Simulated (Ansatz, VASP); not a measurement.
# One calculation of Cd, two programs

File INCAR:

```
SYSTEM = Cd
  PREC = Accurate
  ENCUT = 630
  EDIFF = 1E-6
  ISMEAR = -1
  SIGMA = 0.08
  LREAL = .False.
  LASPH = .True.
  NELM = 120
  ALGO = Normal
  ISIF = 2
  LWAVE = .False.
  LCHARG = .False.
  GGA = CA
  NBANDS = 16
  GGA_COMPAT = .False.
```

File KPOINTS:

```
regular mesh
0
Gamma
  16 16 16
  0 0 0
```

POSCAR

```
Cd
1.0
    0.0000000000      2.0918989404      2.0918989404
    2.0918989404      0.0000000000      2.0918989404
    2.0918989404      2.0918989404      0.0000000000
Cd
1
Direct
    0.0000000000      0.0000000000      0.0000000000
```

Input for Ansatz:

```yaml
crystal:
  lattice:
    - [0.0, 2.0918989404, 2.0918989404]
    - [2.0918989404, 0.0, 2.0918989404]
    - [2.0918989404, 2.0918989404, 0.0]
  atoms:
    - { symbol: Cd, position: [0.0, 0.0, 0.0] }
kpoints:
  mp_grid: { grid: [16, 16, 16] }
scf:
  occupations: { method: fermi_dirac, width: 0.08 }
hamiltonian:
  xc: lda
  pseudopotentials: { kind: paw }
output:
  forces: true
  stress: true
  eigenvalues: true
  write_density: true
  write_potential: true
  elf: true
  volumetric_format: npy
```

Change from the starting cell: volume scaled by 0.917, to set the pressure.

Alike in both runs: task single point; functional LDA; k mesh 16 × 16 × 16; occupations fermi-dirac, width 0.08 eV; no spin polarisation.

```csv
,VASP,Ansatz
version,VASP 6.6.1,Ansatz 0.2.0
potentials or method,"VASP PAW LDA potentials, release 64 (Cd_sv_GW)","PAW with Ansatz's default frozen-core files, scalar-relativistic"
plane-wave cutoff (eV),630,420
valence electrons in the cell,20,20
```

```csv
,VASP,Ansatz,Ansatz less VASP
pressure (GPa),7.5,7.5,-0.01
```

LDA's correlation is that of Perdew and Zunger in VASP and of Perdew and Wang (1992) in Ansatz.
